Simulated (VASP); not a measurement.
WS2, 3 atoms in the cell. The cell holds a slab with vacuum, 3 atoms: a = 3.184 Å, b = 3.184 Å, c = 16.951 Å, α = 90.00°, β = 90.00°, γ = 120.00°. 

```yaml
Program: VASP 6.6.1
Task: single point
Functional: r2SCAN
Dispersion: D4
Potentials_or_basis: VASP PAW PBE potentials, release 64 (W_sv, S)
Cutoff: 520 eV
k_mesh: 4 × 4 × 1
Occupations: fermi-dirac, width 0.1 eV
Spin: no spin polarisation
Dipole_correction: no
Further_INCAR_settings: ALGO = Normal; EDIFF = 1e-07; NBANDS = 20
```

Potentials or basis: VASP PAW PBE potentials, release 64 (W_sv, S).

Command:

```console
$ cat potpaw_PBE.64/W_sv/POTCAR potpaw_PBE.64/S/POTCAR > POTCAR
$ cp INCAR.step1 INCAR
$ mpirun -np 1 vasp_std > vasp.out
$ cp INCAR.step2 INCAR
$ mpirun -np 1 vasp_std > vasp.out
```

Hardware: 1 thread of AMD EPYC 7R43 64-Core Processor (Zen 3), with other jobs on the host.

Estimate the wall time of this run.

Wall time 2.4 min on 1 thread of AMD EPYC 7R43 64-Core Processor (Zen 3), on a shared host, peak memory 0.23 GiB. Counts: k points 4.
